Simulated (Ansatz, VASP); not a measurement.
## One calculation of TiSi2, two programs

```
Ti Si
1.0
     2.66931    0.00000    0.00000
     0.00000    3.76880    0.00000
     0.00000    0.00000    5.10771
Ti Si
1 2
Direct
  0.50000 0.00000 0.50000
  0.00000 0.50000 0.76274
  0.00000 0.50000 0.23726
```

Alike in both runs: task relaxation of cell and atoms; functional PBE; k mesh 18 × 12 × 10; occupations gaussian, width 0.1 eV; no spin polarisation.

|  | VASP | Ansatz |
| --- | --- | --- |
| version | VASP 6.6.1 | Ansatz 0.2.0 |
| potentials or method | VASP PAW PBE potentials, release 64 (Ti_sv, Si), cutoff 600 eV | scalar-relativistic, plane waves, PAW |
| valence electrons in the cell | 20 | 20 |

VASP gave:

```
gap on the k mesh at the Fermi level, each at its own relaxed structure (eV) : none
relaxed volume (Å³/atom)                                                     : 15.27
relaxed cell length with the largest relative difference (Å)                 : 5.979
```

Task: What did Ansatz give for the same quantities?

Result: gap on the k mesh at the Fermi level, each at its own relaxed structure (eV): none; relaxed volume (Å³/atom): 15.28; relaxed cell length with the largest relative difference (Å): 5.982.

A gap of «none» marks a metal or a gap that the smearing closes.
